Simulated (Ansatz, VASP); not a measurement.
**One calculation of GaN, two programs**

INCAR

```
ALGO = Normal ; EDIFF = 1E-7
EDIFFG = -0.005 ; ENCUT = 600
GGA = PE ; IBRION = 2
ISIF = 3 ; ISMEAR = -1
LASPH = T ; LCHARG = F
LREAL = F ; LWAVE = F
NELM = 80 ; NSW = 60
PREC = Accurate ; SIGMA = 0.08
```

The input KPOINTS:

```
k-points
0
Gamma
  14 14 14
```

Contents of POSCAR:

```
GaN
1.0
    2.7144176166      0.0000000000      0.0000000000
    0.0000000000      2.7144176166      0.0000000000
    0.0000000000      0.0000000000      2.7144176166
Ga N
1 1
Direct
    0.0000000000      0.0000000000      0.0000000000
    0.5000000000      0.5000000000      0.5000000000
```

Input for Ansatz:

```yaml
crystal:
  lattice:
    - [2.7144176166, 0.0, 0.0]
    - [0.0, 2.7144176166, 0.0]
    - [0.0, 0.0, 2.7144176166]
  atoms:
    - { symbol: Ga, position: [0.0, 0.0, 0.0] }
    - { symbol: "N", position: [0.5, 0.5, 0.5] }
kpoints:
  mp_grid: { grid: [14, 14, 14] }
scf:
  occupations: { method: fermi_dirac, width: 0.08 }
hamiltonian:
  xc: pbe
  pseudopotentials: { kind: paw }
output:
  forces: true
  stress: true
relax:
  f_tol: 0.005
  max_steps: 40
  cell: {}
```

Alike in both runs: task relaxation of cell and atoms; functional PBE; k mesh 14 × 14 × 14; occupations fermi-dirac, width 0.08 eV; no spin polarisation.

```csv
,VASP,Ansatz
version,VASP 6.6.1,Ansatz 0.2.0
potentials or method,"VASP PAW PBE potentials, release 64 (Ga_d, N)","PAW with Ansatz's default frozen-core files, scalar-relativistic"
plane-wave cutoff (eV),600,420
valence electrons in the cell,18,18
```

Ansatz gave:

| Property | Result |
| --- | --- |
| relaxed volume (Å³/atom) | 10.32 |
| relaxed cell length with the largest relative difference (Å) | 2.743 |

Q: Estimate VASP's values.

A: Relaxed volume (Å³/atom): 10.35; relaxed cell length with the largest relative difference (Å): 2.745.
